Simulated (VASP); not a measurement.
# Co (P6_3/mmc) in VASP: a series of runs, part 2 of 2

VASP 6.6.1. The steps go on from the part before.

### 3 Single point, PBE, collinear spin, antiferromagnetic start

INCAR reads:

```
SYSTEM = Co
PREC     = Accurate       ! precision mode
ENCUT    = 520            ! plane-wave cutoff, eV
EDIFF    = 1E-6           ! SCF threshold, eV
ISMEAR   = 0              ! smearing method
SIGMA    = 0.05           ! smearing width, eV
LREAL    = .FALSE.        ! projectors in reciprocal space
LASPH    = .TRUE.         ! aspherical terms in the spheres
NELM     = 150            ! most SCF steps
ALGO     = Normal         ! electronic algorithm
ISIF     = 2              ! what is computed and relaxed
LWAVE    = .FALSE.        ! write WAVECAR
LCHARG   = .FALSE.        ! write CHGCAR
ISPIN    = 2              ! spin polarisation
MAGMOM   = 1.5 1.5 -1.5 -1.5 ! initial moments
LORBIT   = 11             ! projections on sites
LMAXMIX  = 4              ! l up to which the mixer works
GGA      = PE             ! functional
NBANDS   = 30             ! bands
```

KPOINTS reads:

```
regular mesh
0
G
  16 16 4
  0 0 0
```

POSCAR reads:

```
Co
1.0
    2.4937131618      0.0000000000      0.0000000000
   -1.2468565809      2.1596189479      0.0000000000
    0.0000000000      0.0000000000      8.0601803516
Co
4
Direct
    0.3333333333      0.6666666667      0.1250000000
    0.6666666667      0.3333333333      0.3750000000
    0.3333333333      0.6666666667      0.6250000000
    0.6666666667      0.3333333333      0.8750000000
```

Potentials or basis: VASP PAW PBE potentials, release 64 (Co).

Run with:

```sh
$ cat potpaw_PBE.64/Co/POTCAR > POTCAR
$ mpirun -np 1 vasp_std > vasp.out
```

OUTCAR:

```text
SYSTEM = Co
   PREC = Accurate
   ENCUT = 520
   EDIFF = 1E-6
   ISMEAR = 0
   LREAL = .FALSE.
   LASPH = .TRUE.
   NELM = 150
   ISIF = 2
   ISPIN = 2
   LORBIT = 11
   GGA = PE

 ion  position               nearest neighbor table
   1  0.333  0.667  0.125-   2 2.48   4 2.48   2 2.48   4 2.48   2 2.48   4 2.48
   2  0.667  0.333  0.375-   1 2.48   3 2.48   1 2.48   3 2.48   1 2.48   3 2.48
   3  0.333  0.667  0.625-   2 2.48   4 2.48   2 2.48   4 2.48   2 2.48   4 2.48
   4  0.667  0.333  0.875-   1 2.48   3 2.48   1 2.48   3 2.48   1 2.48   3 2.48

  LATTYP: Found a hexagonal cell.
 ALAT       =     2.4937131618
 C/A-ratio  =     3.2322002687

  Lattice vectors:

 A1 = (   2.4937131618,   0.0000000000,   0.0000000000)
 A2 = (  -1.2468565809,   2.1596189479,   0.0000000000)
 A3 = (   0.0000000000,   0.0000000000,   8.0601803516)

Analysis of symmetry for initial positions (statically):
=====================================================================
 Subroutine PRICEL returns following result:

  LATTYP: Found a hexagonal cell.
 ALAT       =     2.4937131618
 C/A-ratio  =     1.6161001343
[... 12 lines left out ...]
 Subroutine GETGRP returns: Found 24 space group operations
 (whereof 12 operations were pure point group operations)
 out of a pool of 24 trial point group operations.

The static configuration has the point symmetry D_3d.
 The point group associated with its full space group is D_6h.

Analysis of symmetry for dynamics (positions and initial velocities):
=====================================================================
 Subroutine PRICEL returns following result:

  LATTYP: Found a hexagonal cell.
 ALAT       =     2.4937131618
 C/A-ratio  =     1.6161001343
[... 12 lines left out ...]
 Subroutine GETGRP returns: Found 24 space group operations
 (whereof 12 operations were pure point group operations)
 out of a pool of 24 trial point group operations.

The dynamic configuration has the point symmetry D_3d.
 The point group associated with its full space group is D_6h.

Analysis of structural, dynamic, and magnetic symmetry:
=====================================================================
 Subroutine PRICEL returns following result:

  LATTYP: Found a hexagonal cell.
 ALAT       =     2.4937131618
 C/A-ratio  =     1.6161001343
[... 12 lines left out ...]
 Subroutine GETGRP returns: Found 12 space group operations
 (whereof 12 operations were pure point group operations)
 out of a pool of 24 trial point group operations.

The overall configuration has the point symmetry D_3d.

 Subroutine INISYM returns: Found 12 space group operations
 (whereof 12 operations are pure point group operations),
 and found     2 'primitive' translations

----------------------------------------------------------------------------------------

                                     Primitive cell

  volume of cell :      21.7039

  direct lattice vectors                    reciprocal lattice vectors
     2.493713162  0.000000000  0.000000000     0.401008430  0.231522325  0.000000000
    -1.246856581  2.159618948  0.000000000     0.000000000  0.463044650  0.000000000
     0.000000000  0.000000000  4.030090176     0.000000000  0.000000000  0.248133406

  length of vectors
     2.493713162  2.493713162  4.030090176     0.463044650  0.463044650  0.248133406

  position of ions in fractional coordinates (direct lattice)
     0.333333333  0.666666667  0.250000000
     0.666666667  0.333333333  0.750000000

  ion indices of the primitive-cell ions
[... 78 lines left out ...]
   NSW    =      0    number of steps for IOM
   IBRION =     -1    ionic relax: 0-MD 1-quasi-New 2-CG
   NFREE  =      0    steps in history (QN), initial steepest desc. (CG)
   ISIF   =      2    stress and relaxation
   ISYM   =      2    0-nonsym 1-usesym 2-fastsym
   POTIM  = 0.5000    time-step for ionic-motion
   TEBEG  =    0.0;   TEEND  =   0.0 temperature during run
   PSTRESS=    0.0 pullay stress
   NELECT =      36.0000    total number of electrons
   NUPDOWN=      -1.0000    fix difference up-down
   EMIN   =  10.00;   EMAX   =-10.00  energy-range for DOS
   EFERMI =   0.00;   METHOD = LEGACY
   ISMEAR =     0;   SIGMA  =   0.05  broadening in eV -4-tet -1-fermi 0-gaus
   EFERMI_NEDOS =   21; number of points for ismear=-14 and -15
   IALGO  =     38    algorithm
   IMIX   =      4    mixing-type and parameters
     AMIX     =   0.40;   BMIX     =  1.00
     AMIX_MAG =   1.60;   BMIX_MAG =  1.00
  volume/ion in A,a.u.               =      10.85        73.23
  Fermi-wavevector in a.u.,A,eV,Ry     =   1.538106  2.906598 32.188246  2.365769
  Thomas-Fermi vector in A             =   2.644521
   LORBIT       =     11    0 simple, 1 ext, 2 COOP (PROOUT), +10 PAW based schemes
   GGA     = PE    functional components
   LHFCALC =     F    Hartree Fock is set to
   AEXX    =    0.0000 exact exchange contribution
   IVDW    =     0    specifies the selected vdW correction
   LEPSILON=     F    determine dielectric tensor
   LRPA    =     F    only Hartree local field effects (RPA)
 spin polarized calculation
 Gauss-broadening in eV      SIGMA  =   0.05
  energy-cutoff  :      520.00
  volume of cell :       43.41
 maximum number of plane-waves:      1194
 NGX is ok and might be reduce to    20
   NGX =  9   NGY =  9   NGZ = 29

 number of electron      35.9999992 magnetization      -0.0000000

 number of electron      35.9999992 magnetization       0.0000000

 Free energy of the ion-electron system (eV)
  ---------------------------------------------------
  ext. energy  EPLUGINS =         0.00000000
  ---------------------------------------------------
  free energy    TOTEN  =       -27.66033448 eV

  energy without entropy =      -27.65656428  energy(sigma->0) =      -27.65844938

 E-fermi :  10.2962     XC(G=0): -13.4080

 val. band max:       10.2926299300   @ k =   0.2500   0.1875   0.5000
 cond. band min:      10.2981089228   @ k =   0.3125   0.0000   0.5000
 fundamental gap:      0.0054789929
 Fermi energy:        10.2962332591

 spin component 1

 k-point     1 :       0.0000    0.0000    0.0000
  band No.  band energies     occupation
      1       1.3407      1.00000
      2       3.6008      1.00000
      3       3.6412      1.00000
      4       5.4926      1.00000
      5       7.5106      1.00000
      6       7.7409      1.00000
[... 781 lines left out ...]
     29      21.9856      0.00000
     30      23.8403      0.00000

 [... further k-points ...]

 spin component 2

 k-point     1 :       0.0000    0.0000    0.0000
  band No.  band energies     occupation
      1       1.3407      1.00000
      2       3.6008      1.00000
      3       3.6412      1.00000
      4       5.4926      1.00000
      5       7.5106      1.00000
      6       7.7409      1.00000
[... 781 lines left out ...]
     29      21.9856      0.00000
     30      23.8401      0.00000

 [... further k-points ...]

------------------------ aborting loop because EDIFF is reached ----------------------------------------

  FORCE on cell =-STRESS in cart. coord.  units (eV):
  Direction    XX          YY          ZZ          XY          YZ          ZX
  --------------------------------------------------------------------------------------
  -------------------------------------------------------------------------------------
  Total       -0.4722639     -0.4722639     -0.5452818      0.0000000     -0.0000000      0.0000000
  in kB      -17.4311870    -17.4311870    -20.1262655      0.0000000     -0.0000000      0.0000000
  external PRESSURE =     -18.3295465 kB  Pullay stress =       0.0000000 kB

 VOLUME and BASIS-vectors are now :
 -----------------------------------------------------------------------------
  energy-cutoff  :      520.00
  volume of cell :       43.41
      direct lattice vectors                 reciprocal lattice vectors
     2.493713162  0.000000000  0.000000000     0.401008430  0.231522325  0.000000000
    -1.246856581  2.159618948  0.000000000     0.000000000  0.463044650  0.000000000
     0.000000000  0.000000000  8.060180352     0.000000000  0.000000000  0.124066703

 POSITION                                       TOTAL-FORCE (eV/Angst)
 -----------------------------------------------------------------------------------
     -0.00000      1.43975      1.00752        -0.000000     -0.000000      0.707686
      1.24686      0.71987      3.02257         0.000000      0.000000     -0.707686
     -0.00000      1.43975      5.03761        -0.000000     -0.000000      0.707686
      1.24686      0.71987      7.05266         0.000000      0.000000     -0.707686
 -----------------------------------------------------------------------------------
    total drift:                               -0.000000      0.000000      0.000000

  FREE ENERGIE OF THE ION-ELECTRON SYSTEM (eV)
  ---------------------------------------------------
  free  energy   TOTEN  =       -27.6603344763 eV

  energy  without entropy=      -27.6565642837  energy(sigma->0) =      -27.65844938

 total charge

# of ion       s       p       d       tot
------------------------------------------
    1        0.489   0.522   7.259   8.271
    2        0.489   0.522   7.259   8.271
    3        0.489   0.522   7.259   8.271
    4        0.489   0.522   7.259   8.271
--------------------------------------------------
tot          1.958   2.090  29.036  33.084

 magnetization (x)

# of ion       s       p       d       tot
------------------------------------------
    1       -0.001  -0.014   1.491   1.476
    2       -0.001  -0.014   1.491   1.476
    3        0.001   0.014  -1.491  -1.476
    4        0.001   0.014  -1.491  -1.476
--------------------------------------------------
tot          0.000   0.000  -0.000  -0.000
```

It took 2 min on 1 thread of Intel Xeon 6975P-C (Granite Rapids), shared host; peak memory 0.31 GiB.

Results:

```
Free energy                                           : -27.6603 eV
Pressure                                              : -1.8 GPa
Largest force                                         : 0.708 eV/Å
Band gap on the k mesh                                : zero (filled and empty bands overlap)
Net moment                                            : 0.00 μB per cell
Site moments                                          : Co +1.48, -1.48 (each value once) μB
Valence electrons inside the program's atomic spheres : Co 8.27
```

Forces in eV/Å, atoms in the order of the input:
```
Co   0.000  0.000  0.708
Co   0.000  0.000 -0.708
Co   0.000  0.000  0.708
Co   0.000  0.000 -0.708
```

Stress tensor (GPa, compression positive):
```
-1.74  0.00  0.00
 0.00 -1.74  0.00
 0.00  0.00 -2.01
```

Caveat: the antiferromagnetic order is the one typed at the start, and another may lie lower.
